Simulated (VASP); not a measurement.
Runs of VASP 6.6.1 on KZnF3. The structure is that of space group Pm-3m (No. 221), or close to it. The cells are those of the table. 

```tsv
cell	k mesh	smearing	gap on the mesh (eV)	pressure (GPa)
a = 4.047 Å, 5 atoms	4 × 4 × 4	gaussian 0.1 eV	3.64	0.8
a = 3.930, b = 3.930, c = 4.156 Å, 5 atoms	6 × 6 × 6	gaussian 0.02 eV	3.55	4.0
a = 4.052 Å, angles 90.0, 89.1, 90.0°, 5 atoms	6 × 6 × 6	gaussian 0.02 eV	3.63	(a)
a = 3.991, b = 3.991, c = 4.088 Å, 5 atoms	6 × 6 × 6	gaussian 0.02 eV	(c)	2.4
a = 4.113, b = 4.113, c = 4.008 Å, 5 atoms	6 × 6 × 6	gaussian 0.02 eV	3.52	(b)
```

Alike in all rows: task single point; level PBEsol; potentials or basis VASP PAW PBE potentials, release 64 (K_sv, Zn, F); no spin polarisation; cutoff (eV) 520.

Q: Estimate the missing entries.

A: (a) 0.4; (b) -1.0; (c) 3.61.

Caveats: the PAW data sets were made with another functional, which shifts forces and pressure a little; the stress differs along the axes, from 0 to 6 GPa (at least some runs).

A k mesh can miss the band edges.
